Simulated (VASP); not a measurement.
# Ru in VASP: notebook, part 2 of 2

VASP 6.6.1. Earlier steps stand in the parts before.

### 5 Single point, PBEsol (strain along c alone, the other axes held: -1.0 %)

Input file INCAR:

```
ALGO = Fast ; EDIFF = 1E-7
ENCUT = 520 ; GGA = PS
ISIF = 2 ; ISMEAR = 0
LASPH = T ; LCHARG = F
LREAL = F ; LWAVE = F
NBANDS = 21 ; NELM = 80
PREC = Accurate ; SIGMA = 0.1
```

Input file KPOINTS:

```
k-points
0
Gamma
  24 24 12
```

Input file POSCAR:

```
Ru
1.0
    2.6894812013      0.0000000000      0.0000000000
   -1.3447406006      2.3291590433      0.0000000000
    0.0000000000      0.0000000000      4.2094236180
Ru
2
Direct
    0.3333333333      0.6666666667      0.2500000000
    0.6666666667      0.3333333333      0.7500000000
```

Potentials or basis: VASP PAW PBE potentials, release 64 (Ru_pv).

The run is started by

```sh
$ cat potpaw_PBE.64/Ru_pv/POTCAR > POTCAR
$ mpirun -np 1 vasp_std > vasp.out
```

OUTCAR:

```text
EDIFF = 1E-7
   ENCUT = 520
   GGA = PS
   ISIF = 2
   ISMEAR = 0
   LASPH = T
   LREAL = F
   NELM = 80
   PREC = Accurate

 ion  position               nearest neighbor table
   1  0.333  0.667  0.250-   2 2.62   2 2.62   2 2.62   2 2.62   2 2.62   2 2.62
   2  0.667  0.333  0.750-   1 2.62   1 2.62   1 2.62   1 2.62   1 2.62   1 2.62

  LATTYP: Found a hexagonal cell.
 ALAT       =     2.6894812013
 C/A-ratio  =     1.5651433503

  Lattice vectors:

 A1 = (   2.6894812013,   0.0000000000,   0.0000000000)
 A2 = (  -1.3447406006,   2.3291590433,   0.0000000000)
 A3 = (   0.0000000000,   0.0000000000,   4.2094236180)

Analysis of symmetry for initial positions (statically):
=====================================================================
 Subroutine PRICEL returns:
 Original cell was already a primitive cell.

 Routine SETGRP: Setting up the symmetry group for a
 hexagonal supercell.

 Subroutine GETGRP returns: Found 24 space group operations
 (whereof 12 operations were pure point group operations)
 out of a pool of 24 trial point group operations.

The static configuration has the point symmetry D_3d.
 The point group associated with its full space group is D_6h.

Analysis of symmetry for dynamics (positions and initial velocities):
=====================================================================
 Subroutine PRICEL returns:
 Original cell was already a primitive cell.

 Routine SETGRP: Setting up the symmetry group for a
 hexagonal supercell.

 Subroutine GETGRP returns: Found 24 space group operations
 (whereof 12 operations were pure point group operations)
 out of a pool of 24 trial point group operations.

The dynamic configuration has the point symmetry D_3d.
 The point group associated with its full space group is D_6h.

 Subroutine INISYM returns: Found 24 space group operations
 (whereof 12 operations are pure point group operations),
 and found     1 'primitive' translations

----------------------------------------------------------------------------------------

                                     Primitive cell

  volume of cell :      26.3688

  direct lattice vectors                    reciprocal lattice vectors
     2.689481201  0.000000000  0.000000000     0.371818922  0.214669754  0.000000000
    -1.344740601  2.329159043  0.000000000     0.000000000  0.429339509  0.000000000
     0.000000000  0.000000000  4.209423618     0.000000000  0.000000000  0.237562215

  length of vectors
     2.689481201  2.689481201  4.209423618     0.429339509  0.429339509  0.237562215

  position of ions in fractional coordinates (direct lattice)
     0.333333333  0.666666667  0.250000000
     0.666666667  0.333333333  0.750000000

  ion indices of the primitive-cell ions
   primitive index   ion index
                 1           1
                 2           2

----------------------------------------------------------------------------------------

 KPOINTS: k-points

Automatic generation of k-mesh.
 Grid dimensions read from file:
 generate k-points for:   24   24   12

 Generating k-lattice:

  Cartesian coordinates                     Fractional coordinates (reciprocal lattice)
     0.015492455  0.008944573  0.000000000     0.041666667  0.000000000  0.000000000
     0.000000000  0.017889146  0.000000000     0.000000000  0.041666667  0.000000000
     0.000000000  0.000000000  0.019796851     0.000000000  0.000000000  0.083333333

  Length of vectors
     0.017889146  0.017889146  0.019796851

  Shift w.r.t. Gamma in fractional coordinates (k-lattice)
     0.000000000  0.000000000  0.000000000

 Subroutine IBZKPT returns following result:
 ===========================================

 Found    427 irreducible k-points:

 Following reciprocal coordinates:
            Coordinates               Weight
  0.000000  0.000000  0.000000      1.000000
  0.041667  0.000000  0.000000      6.000000
  0.083333  0.000000  0.000000      6.000000
  0.125000  0.000000  0.000000      6.000000
  0.166667  0.000000  0.000000      6.000000
  0.208333  0.000000  0.000000      6.000000
[... 16 lines left out ...]
  0.416667  0.041667  0.000000     12.000000
  0.458333  0.041667  0.000000     12.000000
 [... further k-points ...]
   k-points           NKPTS =    427   k-points in BZ     NKDIM =    427   number of bands    NBANDS=     21
   number of dos      NEDOS =    301   number of ions     NIONS =      2
   total plane-waves  NPLWV =  12800
   dimension x,y,z NGX =    20 NGY =   20 NGZ =   32
   dimension x,y,z NGXF=    40 NGYF=   40 NGZF=   64
   ions per type =               2
   NGX,Y,Z   is equivalent  to a cutoff of  12.36, 12.36, 12.64 a.u.
   NGXF,Y,Z  is equivalent  to a cutoff of  24.73, 24.73, 25.28 a.u.
 SYSTEM =  unknown system
   PREC   = accura    normal or accurate (medium, high low for compatibility)
   ISTART =      0    job   : 0-new  1-cont  2-samecut
   ICHARG =      2    charge: 1-file 2-atom 10-const
   ISPIN  =      1    spin polarized calculation?
   LNONCOLLINEAR =      F non collinear calculations
   LSORBIT =      F    spin-orbit coupling
   LASPH  =      T    aspherical Exc in radial PAW
   ENCUT  =  520.0 eV  38.22 Ry    6.18 a.u.   5.00  5.00  7.83*2*pi/ulx,y,z
   NELM   =     80;   NELMIN=  2; NELMDL= -5     # of ELM steps
   EDIFF  = 0.1E-06   stopping-criterion for ELM
   LREAL  =      F    real-space projection
   EDIFFG = 0.1E-05   stopping-criterion for IOM
   NSW    =      0    number of steps for IOM
   IBRION =     -1    ionic relax: 0-MD 1-quasi-New 2-CG
   NFREE  =      0    steps in history (QN), initial steepest desc. (CG)
   ISIF   =      2    stress and relaxation
   ISYM   =      2    0-nonsym 1-usesym 2-fastsym
   POTIM  = 0.5000    time-step for ionic-motion
   TEBEG  =    0.0;   TEEND  =   0.0 temperature during run
   PSTRESS=    0.0 pullay stress
   NELECT =      28.0000    total number of electrons
   NUPDOWN=      -1.0000    fix difference up-down
   EMIN   =  10.00;   EMAX   =-10.00  energy-range for DOS
   EFERMI =   0.00;   METHOD = LEGACY
   ISMEAR =     0;   SIGMA  =   0.10  broadening in eV -4-tet -1-fermi 0-gaus
   EFERMI_NEDOS =   21; number of points for ismear=-14 and -15
   IALGO  =     68    algorithm
   IMIX   =      4    mixing-type and parameters
     AMIX     =   0.40;   BMIX     =  1.00
     AMIX_MAG =   1.60;   BMIX_MAG =  1.00
  volume/ion in A,a.u.               =      13.18        88.97
  Fermi-wavevector in a.u.,A,eV,Ry     =   1.670183  3.156188 37.953608  2.789511
  Thomas-Fermi vector in A             =   2.755725
   LORBIT       =      0    0 simple, 1 ext, 2 COOP (PROOUT), +10 PAW based schemes
   GGA     = PS    functional components
   LHFCALC =     F    Hartree Fock is set to
   AEXX    =    0.0000 exact exchange contribution
   IVDW    =     0    specifies the selected vdW correction
   LEPSILON=     F    determine dielectric tensor
   LRPA    =     F    only Hartree local field effects (RPA)
 non-spin polarized calculation
 RMM-DIIS sequential band-by-band and
 Gauss-broadening in eV      SIGMA  =   0.10
  energy-cutoff  :      520.00
  volume of cell :       26.37
 maximum number of plane-waves:       732
 NGX is ok and might be reduce to    20
   NGX =  9   NGY =  9   NGZ = 15

 number of electron      27.9999993 magnetization

 Free energy of the ion-electron system (eV)
  ---------------------------------------------------
  ext. energy  EPLUGINS =         0.00000000
  ---------------------------------------------------
  free energy    TOTEN  =       -20.33987063 eV

  energy without entropy =      -20.33140715  energy(sigma->0) =      -20.33563889

 E-fermi :  13.2620     XC(G=0): -14.4629

 val. band max:       13.2528579784   @ k =   0.3333   0.0000   0.2500
 cond. band min:      13.2641016852   @ k =   0.3750   0.0833   0.3333
 fundamental gap:      0.0112437069
 Fermi energy:        13.2620039570

 k-point     1 :       0.0000    0.0000    0.0000
  band No.  band energies     occupation
      1     -30.4962      2.00000
      2     -29.4610      2.00000
      3     -29.4610      2.00000
      4     -29.2627      2.00000
      5     -29.2627      2.00000
      6     -29.2011      2.00000
[... 13 lines left out ...]
     20      23.4831      0.00000
     21      24.0574      0.00000
[... 529 lines left out ...]
 k-point    24 :       0.4583    0.0417    0.0000
  band No.  band energies     occupation
      1     -30.2557      2.00000
      2     -30.0347      2.00000
      3     -29.9586      2.00000
      4     -29.7197      2.00000
      5     -29.5380      2.00000
      6     -29.3938      2.00000
[... 13 lines left out ...]
     20      25.6144      0.00000
     21      26.0927      0.00000

 [... further k-points ...]

------------------------ aborting loop because EDIFF is reached ----------------------------------------

  FORCE on cell =-STRESS in cart. coord.  units (eV):
  Direction    XX          YY          ZZ          XY          YZ          ZX
  --------------------------------------------------------------------------------------
  -------------------------------------------------------------------------------------
  Total        0.3899588      0.3899588      1.0838339      0.0000000      0.0000000      0.0000000
  in kB       23.6940360     23.6940360     65.8541288      0.0000000      0.0000000      0.0000000
  external PRESSURE =      37.7474002 kB  Pullay stress =       0.0000000 kB

 VOLUME and BASIS-vectors are now :
 -----------------------------------------------------------------------------
  energy-cutoff  :      520.00
  volume of cell :       26.37
      direct lattice vectors                 reciprocal lattice vectors
     2.689481201  0.000000000  0.000000000     0.371818922  0.214669754  0.000000000
    -1.344740601  2.329159043  0.000000000     0.000000000  0.429339509  0.000000000
     0.000000000  0.000000000  4.209423618     0.000000000  0.000000000  0.237562215

 POSITION                                       TOTAL-FORCE (eV/Angst)
 -----------------------------------------------------------------------------------
     -0.00000      1.55277      1.05236        -0.000000      0.000000      0.000000
      1.34474      0.77639      3.15707         0.000000     -0.000000      0.000000
 -----------------------------------------------------------------------------------
    total drift:                               -0.000000      0.000000     -0.000000

  FREE ENERGIE OF THE ION-ELECTRON SYSTEM (eV)
  ---------------------------------------------------
  free  energy   TOTEN  =       -20.3398706298 eV

  energy  without entropy=      -20.3314071489  energy(sigma->0) =      -20.33563889
```

OSZICAR:

```text
N       E                     dE             d eps       ncg     rms          rms(c)
DAV:   1     0.286656846865E+03    0.28666E+03   -0.17497E+04 17990   0.149E+03
DAV:   2    -0.160032705622E+02   -0.30266E+03   -0.29317E+03 18399   0.448E+02
DAV:   3    -0.218716906718E+02   -0.58684E+01   -0.58347E+01 21089   0.697E+01
DAV:   4    -0.219148289230E+02   -0.43138E-01   -0.43081E-01 22432   0.574E+00
DAV:   5    -0.219153812242E+02   -0.55230E-03   -0.54841E-03 20465   0.569E-01    0.207E+01
RMM:   6    -0.204547224487E+02    0.14607E+01   -0.31031E+00 18472   0.147E+01    0.548E+00
RMM:   7    -0.203492988186E+02    0.10542E+00   -0.42931E-01 19911   0.487E+00    0.990E-01
RMM:   8    -0.203412877994E+02    0.80110E-02   -0.24517E-02 20416   0.150E+00    0.530E-01
RMM:   9    -0.203398392099E+02    0.14486E-02   -0.33024E-03 20689   0.509E-01    0.836E-02
RMM:  10    -0.203398649198E+02   -0.25710E-04   -0.57249E-04 21177   0.223E-01    0.273E-02
RMM:  11    -0.203398704862E+02   -0.55664E-05   -0.10257E-04 22460   0.704E-02    0.123E-02
RMM:  12    -0.203398713939E+02   -0.90775E-06   -0.14851E-05 23003   0.295E-02    0.585E-03
RMM:  13    -0.203398705467E+02    0.84727E-06   -0.29184E-06 21879   0.145E-02    0.558E-04
RMM:  14    -0.203398707024E+02   -0.15573E-06   -0.63888E-07 18524   0.571E-03    0.536E-04
RMM:  15    -0.203398706298E+02    0.72643E-07   -0.91474E-08 14027   0.256E-03
   1 F= -.20339871E+02 E0= -.20335639E+02  d E =-.846348E-02
```

stdout:

```text
POSCAR found type information on POSCAR Ru
 POSCAR found :  1 types and       2 ions
 scaLAPACK will be used
 -----------------------------------------------------------------------------
|                                                                             |
|                                                                             |
|     You enforced a specific xc type in the INCAR file but a different       |
|     I HOPE YOU KNOW WHAT YOU ARE DOING!                                     |
|                                                                             |
 -----------------------------------------------------------------------------

 LDA part: xc-table for (Slater+PW92), standard interpolation
 POSCAR, INCAR and KPOINTS ok, starting setup
 FFT: planning ... GRIDC
 FFT: planning ... GRID_SOFT
 FFT: planning ... GRID
 WAVECAR not read
 entering main loop
WARNING in EDDRMM: call to ZHEGV failed, returncode =   6  3     20
WARNING in EDDRMM: call to ZHEGV failed, returncode =   6  3     19
WARNING in EDDRMM: call to ZHEGV failed, returncode =   8  4     19
```

Wall time 2.9 min (1 thread of Intel Xeon Platinum 8259CL at 2.50GHz (Skylake/Cascade Lake), shared host); peak memory 0.29 GiB.

Results:

| Item | Value |
| --- | --- |
| Free energy | -20.3399 eV |
| Pressure | 3.8 GPa |
| Band gap on the k mesh | zero (bands 14 and 15 overlap by 3.35 eV) |

Levels at points of the mesh, in eV from the Fermi level:
| k point | band 11 | band 12 | band 13 | band 14 | band 15 | band 16 | band 17 | band 18 |
| --- | --- | --- | --- | --- | --- | --- | --- | --- |
| (0.00, 0.00, 0.00) | -2.45 | -2.01 | -2.01 | -1.56 | -1.56 | 1.22 | 1.22 | 1.38 |
| (0.50, 0.00, 0.00) | -2.12 | -1.94 | -1.55 | 1.42 | 1.89 | 2.06 | 4.17 | 6.26 |
| (0.00, 0.00, 0.50) | -2.96 | -2.96 | -2.79 | -2.79 | 0.57 | 0.57 | 0.57 | 0.57 |
| (0.50, 0.00, 0.50) | -1.17 | -1.17 | 0.42 | 0.42 | 1.71 | 1.71 | 3.45 | 3.45 |

Caveat: the cell differs from its parent crystal (strain along c alone, the other axes held: -1.0 %); the cell stands under pressure; the PAW data sets were made with another functional, which shifts forces and pressure a little.

### 6 Single point, PBEsol

Input file INCAR:

```
PREC = Accurate ; ENCUT = 520
EDIFF = 1E-6 ; ISMEAR = 0
SIGMA = 0.1 ; LREAL = False
LASPH = True ; NELM = 60
ALGO = Fast ; ISIF = 2
LWAVE = False ; LCHARG = False
GGA = PS ; NBANDS = 21
```

Input file KPOINTS:

```
Automatic mesh
0
Gamma
  24 24 12
```

POSCAR: that of step 5 with these lines changed.

```diff
@@ -4,3 +4,3 @@
    -1.3447406006      2.3291590433      0.0000000000
-    0.0000000000      0.0000000000      4.2094236180
+    0.0000000000      0.0000000000      4.2519430485
 Ru
```

Potentials or basis: VASP PAW PBE potentials, release 64 (Ru_pv).

The run is started by

```sh
$ cat potpaw_PBE.64/Ru_pv/POTCAR > POTCAR
$ mpirun -np 1 vasp_std > vasp.out
```

Wall time 2.5 min (1 thread of Intel Xeon Platinum 8259CL at 2.50GHz (Skylake/Cascade Lake), shared host); peak memory 0.29 GiB.

Results (log left out):

- Free energy: -20.3449 eV
- Pressure: 0.0 GPa
- Band gap on the k mesh: zero (bands 14 and 15 overlap by 3.28 eV)

Stress tensor (GPa, compression positive):
```
 0.36  0.00  0.00
 0.00  0.36  0.00
 0.00  0.00 -0.66
```

Levels at points of the mesh, in eV from the Fermi level:
| k point | band 12 | band 13 | band 14 | band 15 | band 16 | band 17 |
| --- | --- | --- | --- | --- | --- | --- |
| (0.00, 0.00, 0.00) | -1.99 | -1.99 | -1.46 | -1.46 | 1.21 | 1.21 |
| (0.50, 0.00, 0.00) | -1.88 | -1.58 | 1.46 | 1.90 | 1.98 | 4.14 |
| (0.00, 0.00, 0.50) | -2.88 | -2.82 | -2.82 | 0.55 | 0.55 | 0.55 |
| (0.50, 0.00, 0.50) | -1.11 | 0.42 | 0.42 | 1.73 | 1.73 | 3.42 |

Caveat: the PAW data sets were made with another functional, which shifts forces and pressure a little.

### 7 The runs side by side

```csv
cell,cutoff (eV),gap on the mesh (eV),pressure (GPa)
"a = 2.689, b = 2.689, c = 4.254 Å, angles 90.9, 88.3, 120.0°, 2 atoms",500,none,0.3
"a = 2.689, b = 2.689, c = 4.124 Å, angles 90.0, 90.0, 120.0°, 2 atoms",520,none,12.3
"a = 2.689, b = 2.689, c = 4.167 Å, angles 90.0, 90.0, 120.0°, 2 atoms",520,none,7.9
"a = 2.689, b = 2.689, c = 4.209 Å, angles 90.0, 90.0, 120.0°, 2 atoms",520,none,3.8
"a = 2.689, b = 2.689, c = 4.252 Å, angles 90.0, 90.0, 120.0°, 2 atoms",520,none,0.0
```

Alike in all rows: task single point; level PBEsol; potentials or basis VASP PAW PBE potentials, release 64 (Ru_pv); no spin polarisation; k mesh 24 × 24 × 12; smearing gaussian 0.1 eV.

Caveats: the PAW data sets were made with another functional, which shifts forces and pressure a little; the cell stands under pressure (at least some runs).

Absolute energies hang on the potentials; compare differences alone.
